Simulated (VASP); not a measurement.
Runs of VASP 6.6.1 on SrVO3. The structure is that of space group Pm-3m (No. 221), or close to it. The cells are those of the table. 

| task | level | cell | k mesh | cutoff (eV) | smearing | gap on the mesh (eV) | pressure (GPa) | moment (μB) | relaxed volume (Å³/atom) |
| --- | --- | --- | --- | --- | --- | --- | --- | --- | --- |
| single point | r2SCAN | a = 3.841 Å, 5 atoms | 7 × 7 × 7 | 520 | fermi-dirac 0.05 eV | none | (a) | 0.00 | - |
| single point | revPBE | a = 3.890 Å, 5 atoms | 5 × 5 × 5 | 520 | fermi-dirac 0.05 eV | none | 0.8 | 0.76 | - |
| relaxation of cell and atoms | revPBE | relaxed from a = 3.841 Å, 5 atoms | 7 × 7 × 7 | 600 | fermi-dirac 0.05 eV | none | 0.0 | 0.00 | 11.75 |
| single point | PBE | a = 3.841 Å, 5 atoms | 5 × 5 × 5 | 520 | fermi-dirac 0.05 eV | none | 4.2 | 0.76 | - |
| single point | BLYP | a = 3.898 Å, 5 atoms | 7 × 7 × 7 | 520 | fermi-dirac 0.05 eV | none | 0.8 | 0.00 | - |
| relaxation of cell and atoms | BLYP | relaxed from a = 3.841 Å, 5 atoms | 7 × 7 × 7 | 600 | fermi-dirac 0.05 eV | none | -0.1 | 0.00 | 11.90 |
| single point | PBE | a = 3.841 Å, 5 atoms | 7 × 7 × 7 | 520 | gaussian 0.012 eV | none | 3.2 | 0.10 | - |
| single point | PBE | a = 3.841 Å, 5 atoms | 7 × 7 × 7 | 520 | fermi-dirac 0.05 eV | none | 3.2 | 0.00 | - |
| single point | PBE | a = 3.841 Å, 5 atoms | 10 × 10 × 10 | 520 | fermi-dirac 0.05 eV | none | 3.5 | 0.30 | - |
| single point | revPBE | a = 3.883 Å, 5 atoms | 7 × 7 × 7 | 520 | fermi-dirac 0.05 eV | none | 0.8 | 0.01 | - |
| single point | BLYP | a = 3.841 Å, 5 atoms | 7 × 7 × 7 | 520 | fermi-dirac 0.05 eV | none | (b) | 0.00 | - |
| single point | PBEsol+D4 | a = 3.797 Å, 5 atoms | 7 × 7 × 7 | 520 | fermi-dirac 0.05 eV | none | (c) | 0.00 | - |

Alike in all rows: potentials or basis VASP PAW PBE potentials, release 64 (Sr_sv, V_sv, O); spin collinear, ferromagnetic start.

Task: Estimate the missing entries.

Result: (a) -1.2; (b) 9.3; (c) 0.9.

Caveats: semilocal functionals often make such compounds metallic where correlation or magnetic order opens a gap, which also shifts bond lengths; the PAW data sets were made with another functional, which shifts forces and pressure a little (some runs); pairwise dispersion overbinds metals, which lowers pressure and volume (some runs).

A k mesh can miss the band edges, and the runs leave out spin-orbit coupling on Sr.

A gap of «none» marks levels without a gap at the run's occupations.
